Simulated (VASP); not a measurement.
Set up this calculation in VASP 6.6.1, as the native input.

```yaml
Task: single point
Functional: PBEsol
Potentials_or_basis: VASP PAW PBE potentials, release 64 (Cd, Ag)
Cutoff: 520 eV
k_mesh: 14 × 14 × 14
Occupations: gaussian, width 0.15 eV
Spin: no spin polarisation
Dipole_correction: no
Further_INCAR_settings: ALGO = Fast; EDIFF = 1e-07; NBANDS = 18
```

The structure of CdAg lies in POSCAR:

```
CdAg
1.0
    3.3300000000      0.0000000000      0.0000000000
    0.0000000000      3.3300000000      0.0000000000
    0.0000000000      0.0000000000      3.4132500000
Cd Ag
1 1
Direct
    0.5000000000      0.5000000000      0.5000000000
    0.0000000000      0.0000000000      0.0000000000
```

This cell differs from its parent crystal: strain +0.000 along x and y, +0.025 along z.

These files were run (other wordings do the same):

INCAR

```
SYSTEM = CdAg
PREC = Accurate ; ENCUT = 520
EDIFF = 1E-7 ; ISMEAR = 0
SIGMA = 0.15 ; LREAL = .False.
LASPH = .True. ; NELM = 80
ALGO = Fast ; ISIF = 2
LWAVE = .False. ; LCHARG = .True.
GGA = PS ; LELF = .True.
LVHAR = .True. ; NBANDS = 18
```

KPOINTS

```
regular mesh
0
Gamma
  14 14 14
  0 0 0
```

Potentials or basis: VASP PAW PBE potentials, release 64 (Cd, Ag).

Command:

```console
$ cat potpaw_PBE.64/Cd/POTCAR potpaw_PBE.64/Ag/POTCAR > POTCAR
$ mpirun -np 1 vasp_std > vasp.out
```

It gave:

| Item | Value |
| --- | --- |
| Pressure | -3.5 GPa |

Caveat: the cell differs from its parent crystal (strain +0.000 along x and y, +0.025 along z); the PAW data sets were made with another functional, which shifts forces and pressure a little.

It took 80 s on 1 thread of Intel(R) Xeon(R) 6975P-C (Granite Rapids) (shared host), peak memory 0.31 GiB.
